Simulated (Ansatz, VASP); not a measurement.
Al6H: VASP beside Ansatz

Contents of INCAR:

```
PREC = Accurate
ENCUT = 520
EDIFF = 1E-6
ISMEAR = 0
SIGMA = 0.1
LREAL = False
LASPH = True
NELM = 80
ALGO = Normal
ISIF = 2
LWAVE = False
LCHARG = True
LDIPOL = True
IDIPOL = 3
DIPOL = 0.5 0.5 0.295
GGA = PE
LELF = True
LVHAR = True
LVACPOTAV = True
NBANDS = 32
```

The input KPOINTS:

```
Automatic mesh
0
Gamma
  5 5 1
```

Contents of POSCAR:

```
Al6H
1.0
    5.7135165837      0.0000000000      0.0000000000
    0.0000000000      5.7135165837      0.0000000000
    0.0000000000      0.0000000000     22.1746954375
Al H
12 2
Direct
    0.2500000000      0.2500000000      0.1803857921
    0.2500000000      0.7500000000      0.1803857921
    0.7500000000      0.2500000000      0.1803857921
    0.7500000000      0.7500000000      0.1803857921
    0.0000000000      0.0000000000      0.2744050924
    0.0000000000      0.5000000000      0.2744050924
    0.5000000000      0.0000000000      0.2744050924
    0.5000000000      0.5000000000      0.2744050924
    0.2500000000      0.2500000000      0.3686497278
    0.2500000000      0.7500000000      0.3686497278
    0.7500000000      0.2500000000      0.3686497278
    0.7500000000      0.7500000000      0.3686497278
    0.0000000000     -0.0568826563      0.4178048562
    0.0000000000      0.0568826563      0.4178048562
```

Input for Ansatz:

```yaml
crystal:
  lattice:
    - [5.7135165837, 0.0, 0.0]
    - [0.0, 5.7135165837, 0.0]
    - [0.0, 0.0, 22.1746954375]
  atoms:
    - { symbol: Al, position: [0.25, 0.25, 0.1803857921] }
    - { symbol: Al, position: [0.25, 0.75, 0.1803857921] }
    - { symbol: Al, position: [0.75, 0.25, 0.1803857921] }
    - { symbol: Al, position: [0.75, 0.75, 0.1803857921] }
    - { symbol: Al, position: [0.0, 0.0, 0.2744050924] }
    - { symbol: Al, position: [0.0, 0.5, 0.2744050924] }
    - { symbol: Al, position: [0.5, 0.0, 0.2744050924] }
    - { symbol: Al, position: [0.5, 0.5, 0.2744050924] }
    - { symbol: Al, position: [0.25, 0.25, 0.3686497278] }
    - { symbol: Al, position: [0.25, 0.75, 0.3686497278] }
    - { symbol: Al, position: [0.75, 0.25, 0.3686497278] }
    - { symbol: Al, position: [0.75, 0.75, 0.3686497278] }
    - { symbol: H, position: [0.0, -0.0568826563, 0.4178048562] }
    - { symbol: H, position: [0.0, 0.0568826563, 0.4178048562] }
basis:
  ecutwfc: 420
kpoints:
  mp_grid: { grid: [5, 5, 1] }
hamiltonian:
  xc: pbe
  pseudopotentials: { kind: paw, azcp: { folder: soft_1 } }
scf:
  occupations: { method: gaussian, width: 0.1 }
output:
  forces: true
  eigenvalues: true
efield:
  axis: 3
  dipole_correction: true
  ramp_width: 0.04
```

Alike in both runs: task single point; functional PBE; k mesh 5 × 5 × 1; occupations gaussian, width 0.1 eV; no spin polarisation.

|  | VASP | Ansatz |
| --- | --- | --- |
| version | VASP 6.6.1 | Ansatz 0.2.0 |
| potentials or method | VASP PAW PBE potentials, release 64 (Al, H), cutoff 520 eV | scalar-relativistic, plane waves, PAW |
| valence electrons in the cell | 38 | 38 |

```tsv
	VASP	Ansatz	Ansatz less VASP
gap on the k mesh at the Fermi level (eV)	none	none	-
rms of the force components (eV/Å)	1.510	1.499	-0.0110
work function, face that differs most (eV)	4.33	4.33	-0.003
```

Atom by atom the forces differ by 0.011 eV/Å (rms over components). A gap of «none» marks a metal or a gap that the smearing closes. With one functional, cell and mesh, what is left measures potentials, basis and numerics.
